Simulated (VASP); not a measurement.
The system is NiO.

```
CELL_PARAMETERS angstrom
0.00000 2.09131 2.09131
2.09131 0.00000 2.09131
2.09131 2.09131 0.00000
ATOMIC_POSITIONS crystal
Ni 0.00000 0.00000 0.00000
O 0.50000 0.50000 0.50000
```

Base run:

* Program: VASP 6.6.1
* Functional: LDA
* Potentials or basis: VASP PAW LDA potentials, release 64 (Ni_sv_GW, O)
* Cutoff: 700 eV
* k mesh: 10 × 10 × 10
* Occupations: gaussian, width 0.05 eV
* Spin: collinear spin, ferromagnetic start
* Starting moments: [1.81, 0.0] μB
* Hubbard terms: Ni d U = 4.2 eV

Its results: band gap on the k mesh 0.89 eV (least direct gap 1.72 eV); pressure -10.2 GPa; net moment 2.00 μB per cell; site moments Ni +1.70; O +0.25 μB.

Problem. The run is repeated on the same cell with these changes: k mesh from 10 × 10 × 10 to 6 × 6 × 6; moments at the start from [1.81, 0.0] to [0.5, 0.0]. What comes out?

Solution. Band gap on the k mesh 0.89 eV (least direct gap 1.84 eV); pressure -9.7 GPa; net moment 2.00 μB per cell; site moments Ni +1.70; O +0.25 μB.

Caveats: some runs use coarse meshes; a cell with one magnetic atom can't hold antiferromagnetic order, which such compounds often take; the cell stands under tension (at least some runs).

A k mesh can miss the band edges.
